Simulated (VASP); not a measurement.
# Cs2SnI6 (Fm-3m) in VASP: a series of runs

Cs2SnI6 is run at these levels: LDA, PBEsol, PBE, r2SCAN; tasks: single point.

All numbers are computed with VASP 6.6.1; they aren't measurements. Logs are shortened: lines on timing, memory, paths and dates and some standing lists are left out, and cuts for length are marked.

**The experiment to reproduce.**

From “Changes in charge density vs changes in formal oxidation states: The case of Sn halide perovskites and their ordered vacancy analogues”, 2017, arxiv:1705.01565, for a powder of Cs2SnI6: band gap 1.3 eV (optical).

The runs below are set against these values where they give the same quantity.

## Step 1: The cell of the first run

The structure is cubic, space group Fm-3m (No. 225). The conventional cell has a = 11.286 Å, b = 11.286 Å, c = 11.286 Å, α = 90.00°, β = 90.00°, γ = 90.00°. Cs (site symmetry -43m) has 12 I at 3.99 Å and 4 Sn at 4.89 Å within 5.2 Å. Within 3.8 Å of Sn (site symmetry m-3m) lie 6 I at 2.85 Å. I (site symmetry 4mm) has 1 Sn at 2.85 Å within 3.8 Å.

## Step 2: Single point, LDA

INCAR reads:

```
SYSTEM = Cs2SnI6
  PREC = Accurate
  ENCUT = 500
  EDIFF = 1E-6
  ISMEAR = -1
  SIGMA = 0.02
  LREAL = .False.
  LASPH = .True.
  NELM = 120
  ALGO = Normal
  ISIF = 2
  LWAVE = .False.
  LCHARG = .False.
  GGA = CA
  NBANDS = 47
  GGA_COMPAT = .False.
```

KPOINTS reads:

```
Automatic mesh
0
Gamma
  4 4 4
  0 0 0
```

POSCAR reads:

```
Cs2SnI6
1.0
    0.0000000000      5.6428857492      5.6428857492
    5.6428857492      0.0000000000      5.6428857492
    5.6428857492      5.6428857492      0.0000000000
Cs Sn I
2 1 6
Direct
    0.2500000000      0.2500000000      0.2500000000
    0.7500000000      0.7500000000      0.7500000000
    0.0000000000      0.0000000000      0.0000000000
    0.7477059002      0.2522940998      0.2522940998
    0.2522940998      0.7477059002      0.2522940998
    0.2522940998      0.7477059002      0.7477059002
    0.7477059002      0.2522940998      0.7477059002
    0.2522940998      0.2522940998      0.7477059002
    0.7477059002      0.7477059002      0.2522940998
```

Potentials or basis: VASP PAW LDA potentials, release 64 (Cs_sv, Sn_d, I).

Launch:

```bash
> cat potpaw_LDA.64/Cs_sv/POTCAR potpaw_LDA.64/Sn_d/POTCAR potpaw_LDA.64/I/POTCAR > POTCAR
> mpirun -np 1 vasp_std > vasp.out
```

OUTCAR:

```text
SYSTEM = Cs2SnI6
   PREC = Accurate
   ENCUT = 500
   EDIFF = 1E-6
   ISMEAR = -1
   LREAL = .False.
   LASPH = .True.
   NELM = 120
   ISIF = 2
   GGA = CA

 ion  position               nearest neighbor table
   1  0.250  0.250  0.250-
   2  0.750  0.750  0.750-
   3  0.000  0.000  0.000-   4 2.85   5 2.85   6 2.85   7 2.85   8 2.85   9 2.85
   4  0.748  0.252  0.252-   3 2.85
   5  0.252  0.748  0.252-   3 2.85
   6  0.252  0.748  0.748-   3 2.85
   7  0.748  0.252  0.748-   3 2.85
   8  0.252  0.252  0.748-   3 2.85
   9  0.748  0.748  0.252-   3 2.85

  LATTYP: Found a face centered cubic cell.
 ALAT       =    11.2857714984

  Lattice vectors:

 A1 = (   0.0000000000,   5.6428857492,   5.6428857492)
 A2 = (   5.6428857492,   0.0000000000,   5.6428857492)
 A3 = (   5.6428857492,   5.6428857492,   0.0000000000)

Analysis of symmetry for initial positions (statically):
=====================================================================
 Subroutine PRICEL returns:
 Original cell was already a primitive cell.

 Routine SETGRP: Setting up the symmetry group for a
 face centered cubic supercell.

 Subroutine GETGRP returns: Found 48 space group operations
 (whereof 48 operations were pure point group operations)
 out of a pool of 48 trial point group operations.

The static configuration has the point symmetry O_h .

Analysis of symmetry for dynamics (positions and initial velocities):
=====================================================================
 Subroutine PRICEL returns:
 Original cell was already a primitive cell.

 Routine SETGRP: Setting up the symmetry group for a
 face centered cubic supercell.

 Subroutine GETGRP returns: Found 48 space group operations
 (whereof 48 operations were pure point group operations)
 out of a pool of 48 trial point group operations.

The dynamic configuration has the point symmetry O_h .

 Subroutine INISYM returns: Found 48 space group operations
 (whereof 48 operations are pure point group operations),
 and found     1 'primitive' translations

----------------------------------------------------------------------------------------

[... 90 lines left out ...]
   LREAL  =      F    real-space projection
   EDIFFG = 0.1E-04   stopping-criterion for IOM
   NSW    =      0    number of steps for IOM
   IBRION =     -1    ionic relax: 0-MD 1-quasi-New 2-CG
   NFREE  =      0    steps in history (QN), initial steepest desc. (CG)
   ISIF   =      2    stress and relaxation
   ISYM   =      2    0-nonsym 1-usesym 2-fastsym
   POTIM  = 0.5000    time-step for ionic-motion
   TEBEG  =    0.0;   TEEND  =   0.0 temperature during run
   PSTRESS=    0.0 pullay stress
   NELECT =      74.0000    total number of electrons
   NUPDOWN=      -1.0000    fix difference up-down
   EMIN   =  10.00;   EMAX   =-10.00  energy-range for DOS
   EFERMI =   0.00;   METHOD = LEGACY
   ISMEAR =    -1;   SIGMA  =   0.02  broadening in eV -4-tet -1-fermi 0-gaus
   EFERMI_NEDOS =   21; number of points for ismear=-14 and -15
   IALGO  =     38    algorithm
   IMIX   =      4    mixing-type and parameters
     AMIX     =   0.40;   BMIX     =  1.00
     AMIX_MAG =   1.60;   BMIX_MAG =  1.00
  volume/ion in A,a.u.               =      39.93       269.46
  Fermi-wavevector in a.u.,A,eV,Ry     =   0.966735  1.826864 12.715688  0.934577
  Thomas-Fermi vector in A             =   2.096562
   LORBIT       =      0    0 simple, 1 ext, 2 COOP (PROOUT), +10 PAW based schemes
   GGA     = CA    functional components
   LHFCALC =     F    Hartree Fock is set to
   AEXX    =    0.0000 exact exchange contribution
   IVDW    =     0    specifies the selected vdW correction
   LEPSILON=     F    determine dielectric tensor
   LRPA    =     F    only Hartree local field effects (RPA)
 non-spin polarized calculation
  energy-cutoff  :      500.00
  volume of cell :      359.36
 maximum number of plane-waves:      9185
 NGX is ok and might be reduce to    60
   NGX = 29   NGY = 29   NGZ = 29

 number of electron      74.0000005 magnetization

 Free energy of the ion-electron system (eV)
  ---------------------------------------------------
  ext. energy  EPLUGINS =         0.00000000
  ---------------------------------------------------
  free energy    TOTEN  =       -26.89521781 eV

  energy without entropy =      -26.89321207  energy(sigma->0) =      -26.89421494

 E-fermi :   2.6349     XC(G=0):  -8.6914

 val. band max:        2.6040367656   @ k =   0.0000   0.0000   0.0000
 cond. band min:       2.9852329167   @ k =   0.2500   0.0000   0.0000
 fundamental gap:      0.3811961512
 Fermi energy:         2.6349361071

 k-point     1 :       0.0000    0.0000    0.0000
  band No.  band energies     occupation
      1     -18.8401      2.00000
      2     -18.8401      2.00000
      3     -18.7766      2.00000
      4     -18.7766      2.00000
      5     -18.7766      2.00000
      6     -17.7718      2.00000
[... 389 lines left out ...]
     46       8.5866      0.00000
     47       8.7622      0.00000

------------------------ aborting loop because EDIFF is reached ----------------------------------------

  FORCE on cell =-STRESS in cart. coord.  units (eV):
  Direction    XX          YY          ZZ          XY          YZ          ZX
  --------------------------------------------------------------------------------------
  -------------------------------------------------------------------------------------
  Total        0.0825735      0.0825735      0.0825735      0.0000000      0.0000000     -0.0000000
  in kB        0.3681439      0.3681439      0.3681439      0.0000000      0.0000000     -0.0000000
  external PRESSURE =       0.3681439 kB  Pullay stress =       0.0000000 kB

 VOLUME and BASIS-vectors are now :
 -----------------------------------------------------------------------------
  energy-cutoff  :      500.00
  volume of cell :      359.36
      direct lattice vectors                 reciprocal lattice vectors
     0.000000000  5.642885749  5.642885749    -0.088607146  0.088607146  0.088607146
     5.642885749  0.000000000  5.642885749     0.088607146 -0.088607146  0.088607146
     5.642885749  5.642885749  0.000000000     0.088607146  0.088607146 -0.088607146

 POSITION                                       TOTAL-FORCE (eV/Angst)
 -----------------------------------------------------------------------------------
      2.82144      2.82144      2.82144         0.000000      0.000000      0.000000
      8.46433      8.46433      8.46433        -0.000000      0.000000      0.000000
      0.00000      0.00000      0.00000        -0.000000     -0.000000      0.000000
      2.84733      5.64289      5.64289         0.009319     -0.000000      0.000000
      5.64289      2.84733      5.64289        -0.000000      0.009319      0.000000
      8.43844      5.64289      5.64289        -0.009319     -0.000000      0.000000
      5.64289      8.43844      5.64289        -0.000000     -0.009319      0.000000
      5.64289      5.64289      2.84733        -0.000000     -0.000000      0.009319
      5.64289      5.64289      8.43844        -0.000000     -0.000000     -0.009319
 -----------------------------------------------------------------------------------
    total drift:                               -0.000000      0.000000     -0.000000

  FREE ENERGIE OF THE ION-ELECTRON SYSTEM (eV)
  ---------------------------------------------------
  free  energy   TOTEN  =       -26.8952178051 eV

  energy  without entropy=      -26.8932120668  energy(sigma->0) =      -26.89421494
```

It took 2.5 min on 1 thread of Oxide Virtual Turin-like, shared host; peak memory 0.4 GiB.

Results:

```yaml
Free_energy: -26.8952 eV
Pressure: 0.0 GPa
Largest_force: 0.009 eV/Å
Band_gap_on_the_k_mesh: zero (filled and empty bands touch)
```

Forces on the atoms (eV/Å):
```
Cs   0.000  0.000  0.000
Cs   0.000  0.000  0.000
Sn   0.000  0.000  0.000
I    0.009  0.000  0.000
I    0.000  0.009  0.000
I   -0.009  0.000  0.000
I    0.000 -0.009  0.000
I    0.000  0.000  0.009
I    0.000  0.000 -0.009
```

Caveat: semilocal functionals underestimate gaps, and a narrow one can read as zero; spin-orbit coupling is left out, which moves the levels of the heavy elements.

## Step 3: Single point, PBEsol

This run uses another cell than the first one, of 42.84 Å³/atom.

INCAR reads:

```
SYSTEM = Cs2SnI6
PREC = Accurate
ENCUT = 500
EDIFF = 1E-6
ISMEAR = -1
SIGMA = 0.02
LREAL = .False.
LASPH = .True.
NELM = 120
ALGO = Normal
ISIF = 2
LWAVE = .False.
LCHARG = .True.
GGA = PS
LELF = .True.
LVHAR = .True.
NBANDS = 47
GGA_COMPAT = .False.
```

KPOINTS reads:

```
regular mesh
0
Gamma
  4 4 4
  0 0 0
```

POSCAR reads:

```
Cs2SnI6
1.0
    0.0000000000      5.7769844162      5.7769844162
    5.7769844162      0.0000000000      5.7769844162
    5.7769844162      5.7769844162      0.0000000000
Cs Sn I
2 1 6
Direct
    0.2500000000      0.2500000000      0.2500000000
    0.7500000000      0.7500000000      0.7500000000
    0.0000000000      0.0000000000      0.0000000000
    0.7514112178      0.2485887822      0.2485887822
    0.2485887822      0.7514112178      0.2485887822
    0.2485887822      0.7514112178      0.7514112178
    0.7514112178      0.2485887822      0.7514112178
    0.2485887822      0.2485887822      0.7514112178
    0.7514112178      0.7514112178      0.2485887822
```

Potentials or basis: VASP PAW PBE potentials, release 64 (Cs_sv, Sn_d, I).

Launch:

```bash
> cat potpaw_PBE.64/Cs_sv/POTCAR potpaw_PBE.64/Sn_d/POTCAR potpaw_PBE.64/I/POTCAR > POTCAR
> mpirun -np 1 vasp_std > vasp.out
```

Wall time 2.4 min (1 thread of Oxide Virtual Turin-like, shared host); peak memory 0.51 GiB.

Results (log left out):

```yaml
Free_energy: -24.8790 eV
Pressure: 0.0 GPa
Band_gap_on_the_k_mesh: zero (filled and empty bands touch)
```

Levels at points of the mesh, in eV from the Fermi level:
```csv
k point,band 35,band 36,band 37,band 38,band 39,band 40
"(0.00, 0.00, 0.00)",-0.13,-0.03,-0.03,-0.03,3.82,3.82
"(0.50, 0.00, 0.00)",-0.46,-0.34,-0.34,0.95,3.26,4.99
"(0.50, 0.50, 0.00)",-0.77,-0.66,-0.07,1.34,4.36,4.36
```

Caveat: semilocal functionals underestimate gaps, and a narrow one can read as zero; the PAW data sets were made with another functional, which shifts forces and pressure a little; spin-orbit coupling is left out, which moves the levels of the heavy elements.

## Step 4: Single point, PBE

This run uses another cell than the first one, of 48.47 Å³/atom.

INCAR reads:

```
PREC = Accurate
ENCUT = 500
EDIFF = 1E-6
ISMEAR = -1
SIGMA = 0.02
LREAL = F
LASPH = T
NELM = 120
ALGO = Normal
ISIF = 2
LWAVE = F
LCHARG = T
GGA = PE
LELF = T
LVHAR = T
NBANDS = 47
GGA_COMPAT = F
```

KPOINTS reads:

```
Automatic mesh
0
Gamma
  4 4 4
```

POSCAR reads:

```
Cs2SnI6
1.0
    0.0000000000      6.0195032011      6.0195032011
    6.0195032011      0.0000000000      6.0195032011
    6.0195032011      6.0195032011      0.0000000000
Cs Sn I
2 1 6
Direct
    0.2500000000      0.2500000000      0.2500000000
    0.7500000000      0.7500000000      0.7500000000
    0.0000000000      0.0000000000      0.0000000000
    0.7582176909      0.2417823091      0.2417823091
    0.2417823091      0.7582176909      0.2417823091
    0.2417823091      0.7582176909      0.7582176909
    0.7582176909      0.2417823091      0.7582176909
    0.2417823091      0.2417823091      0.7582176909
    0.7582176909      0.7582176909      0.2417823091
```

Launch:

```bash
> cat potpaw_PBE.64/Cs_sv/POTCAR potpaw_PBE.64/Sn_d/POTCAR potpaw_PBE.64/I/POTCAR > POTCAR
> mpirun -np 1 vasp_std > vasp.out
```

Wall time 3.7 min (1 thread of Oxide Virtual Turin-like, shared host); peak memory 0.64 GiB.

The run converged. Its results:

```yaml
Free_energy: -22.9819 eV
Pressure: 0.0 GPa
Band_gap_on_the_k_mesh: 0.26 eV
```

Forces on the atoms (eV/Å):
```
Cs   0.000  0.000  0.000
Cs   0.000  0.000  0.000
Sn   0.000  0.000  0.000
I   -0.002  0.000  0.000
I    0.000 -0.002  0.000
I    0.002  0.000  0.000
I    0.000  0.002  0.000
I    0.000  0.000 -0.002
I    0.000  0.000  0.002
```

Levels at points of the mesh, in eV from the valence-band top:
| k point | band 35 | band 36 | band 37 | band 38 | band 39 | band 40 |
| --- | --- | --- | --- | --- | --- | --- |
| (0.00, 0.00, 0.00) | 0.00 | 0.00 | 0.00 | 0.26 | 4.02 | 4.02 |
| (0.50, 0.00, 0.00) | -0.28 | -0.25 | -0.25 | 1.04 | 3.56 | 4.93 |
| (0.50, 0.50, 0.00) | -0.61 | -0.60 | -0.02 | 1.30 | 4.47 | 4.47 |

Caveat: semilocal functionals underestimate gaps, and a narrow one can read as zero; spin-orbit coupling is left out, which moves the levels of the heavy elements.

## Step 5: Single point, r2SCAN

This run uses another cell than the first one, of 46.11 Å³/atom.

POSCAR reads:

```
Cs2SnI6
1.0
    0.0000000000      5.9202871556      5.9202871556
    5.9202871556      0.0000000000      5.9202871556
    5.9202871556      5.9202871556      0.0000000000
Cs Sn I
2 1 6
Direct
    0.2500000000      0.2500000000      0.2500000000
    0.7500000000      0.7500000000      0.7500000000
    0.0000000000      0.0000000000      0.0000000000
    0.7563554164      0.2436445836      0.2436445836
    0.2436445836      0.7563554164      0.2436445836
    0.2436445836      0.7563554164      0.7563554164
    0.7563554164      0.2436445836      0.7563554164
    0.2436445836      0.2436445836      0.7563554164
    0.7563554164      0.7563554164      0.2436445836
```

INCAR.step1 reads:

```
PREC     = Accurate       # precision mode
ENCUT    = 550            # plane-wave cutoff, eV
ISMEAR   = -1             # smearing method
SIGMA    = 0.02           # smearing width, eV
LREAL    = False          # projectors in reciprocal space
LASPH    = True           # aspherical terms in the spheres
NELM     = 120            # most SCF steps
NBANDS   = 47             # bands
GGA      = PE             # functional
ALGO     = Normal         # electronic algorithm
EDIFF    = 1E-5           # SCF threshold, eV
LWAVE    = True           # write WAVECAR
LCHARG   = False          # write CHGCAR
GGA_COMPAT= False
```

INCAR.step2 reads:

```
PREC     = Accurate       # precision mode
ENCUT    = 550            # plane-wave cutoff, eV
EDIFF    = 1E-6           # SCF threshold, eV
ISMEAR   = -1             # smearing method
SIGMA    = 0.02           # smearing width, eV
LREAL    = False          # projectors in reciprocal space
LASPH    = True           # aspherical terms in the spheres
NELM     = 120            # most SCF steps
ALGO     = Normal         # electronic algorithm
ISIF     = 2              # what is computed and relaxed
LWAVE    = False          # write WAVECAR
LCHARG   = False          # write CHGCAR
METAGGA  = R2SCAN         # meta-GGA
LMIXTAU  = True         
NBANDS   = 47             # bands
ISTART   = 1            
GGA_COMPAT= False
```

KPOINTS is that of step 4.

Launch:

```bash
> cat potpaw_PBE.64/Cs_sv/POTCAR potpaw_PBE.64/Sn_d/POTCAR potpaw_PBE.64/I/POTCAR > POTCAR
> cp INCAR.step1 INCAR
> mpirun -np 1 vasp_std > vasp.out
> cp INCAR.step2 INCAR
> mpirun -np 1 vasp_std > vasp.out
```

Wall time 15 min (1 thread of Oxide Virtual Turin-like, shared host); peak memory 0.69 GiB.

The run converged. Its results:

```yaml
Free_energy: -231.7878 eV
Pressure: 0.0 GPa
Band_gap_on_the_k_mesh: 0.46 eV
```

Levels at points of the mesh, in eV from the valence-band top:
| k point | band 33 | band 34 | band 35 | band 36 | band 37 | band 38 | band 39 | band 40 | band 41 | band 42 |
| --- | --- | --- | --- | --- | --- | --- | --- | --- | --- | --- |
| (0.00, 0.00, 0.00) | -0.47 | -0.47 | 0.00 | 0.00 | 0.00 | 0.46 | 4.52 | 4.52 | 4.52 | 4.73 |
| (0.50, 0.00, 0.00) | -0.45 | -0.45 | -0.33 | -0.27 | -0.27 | 1.34 | 3.96 | 5.49 | 5.49 | 5.82 |
| (0.50, 0.50, 0.00) | -0.88 | -0.67 | -0.67 | -0.64 | -0.02 | 1.64 | 4.96 | 4.96 | 5.13 | 6.36 |

Caveat: semilocal functionals underestimate gaps, and a narrow one can read as zero; the PAW data sets were made with another functional, which shifts forces and pressure a little; spin-orbit coupling is left out, which moves the levels of the heavy elements.

## Step 6: Overview

```csv
level,potentials or basis,cell,cutoff (eV),gap on the mesh (eV),pressure (GPa)
LDA,"VASP PAW LDA potentials, release 64 (Cs_sv, Sn_d, I)","a = 7.980 Å, angles 60.0°, 9 atoms, atomic positions A",500,none,0.0
PBEsol,"VASP PAW PBE potentials, release 64 (Cs_sv, Sn_d, I)","a = 8.170 Å, angles 60.0°, 9 atoms, atomic positions B",500,none,0.0
PBE,"VASP PAW PBE potentials, release 64 (Cs_sv, Sn_d, I)","a = 8.513 Å, angles 60.0°, 9 atoms, atomic positions C",500,0.26,0.0
r2SCAN,"VASP PAW PBE potentials, release 64 (Cs_sv, Sn_d, I)","a = 8.373 Å, angles 60.0°, 9 atoms, atomic positions D",550,0.46,0.0
```

Alike in all rows: task single point; no spin polarisation; k mesh 4 × 4 × 4; smearing fermi-dirac 0.02 eV.

Caveats: semilocal functionals underestimate gaps, and a narrow one can read as zero; spin-orbit coupling is left out, which moves the levels of the heavy elements; the PAW data sets were made with another functional, which shifts forces and pressure a little (at least some runs).

Absolute energies hang on the potentials; compare differences alone.

## Step 7: Against experiment

Step 2. Measured gap of Cs2SnI6: 1.3 eV (optical; powder; “Changes in charge density vs changes in formal oxidation states: The case of Sn halide perovskites and their ordered vacancy analogues”, 2017, arxiv:1705.01565). This calculation gives 0.00 eV (-1.30 eV). So large a miss can be the level of theory's own, or it may mean another phase, state or a wrong row. Spin-orbit coupling on Cs, I, Sn is left out. The value is that of LDA on a finite k mesh, which can miss the band edges, without temperature or zero-point motion. Semilocal functionals fall short of measured gaps as a rule.

Step 3. Against the measured gap of Cs2SnI6, 1.3 eV (optical; powder; “Changes in charge density vs changes in formal oxidation states: The case of Sn halide perovskites and their ordered vacancy analogues”, 2017, arxiv:1705.01565), the calculated 0.00 eV is off by -1.30 eV. So large a miss can be the level of theory's own, or it may mean another phase, state or a wrong row. Spin-orbit coupling on Cs, I, Sn is left out. The value is that of PBEsol on a finite k mesh, which can miss the band edges, without temperature or zero-point motion. Semilocal functionals fall short of measured gaps as a rule.

Step 4. Against the measured gap of Cs2SnI6, 1.3 eV (optical; powder; “Changes in charge density vs changes in formal oxidation states: The case of Sn halide perovskites and their ordered vacancy analogues”, 2017, arxiv:1705.01565), the calculated 0.26 eV is off by -1.04 eV. So large a miss can be the level of theory's own, or it may mean another phase, state or a wrong row. Spin-orbit coupling on Cs, I, Sn is left out. The value is that of PBE on a finite k mesh, which can miss the band edges, without temperature or zero-point motion. Semilocal functionals fall short of measured gaps as a rule.

Step 5. Against the measured gap of Cs2SnI6, 1.3 eV (optical; powder; “Changes in charge density vs changes in formal oxidation states: The case of Sn halide perovskites and their ordered vacancy analogues”, 2017, arxiv:1705.01565), the calculated 0.46 eV is off by -0.84 eV. Spin-orbit coupling on Cs, I, Sn is left out. The value is that of r2SCAN on a finite k mesh, which can miss the band edges, without temperature or zero-point motion.

The gap in the log of VASP goes by the Fermi energy; the results here count the filled bands.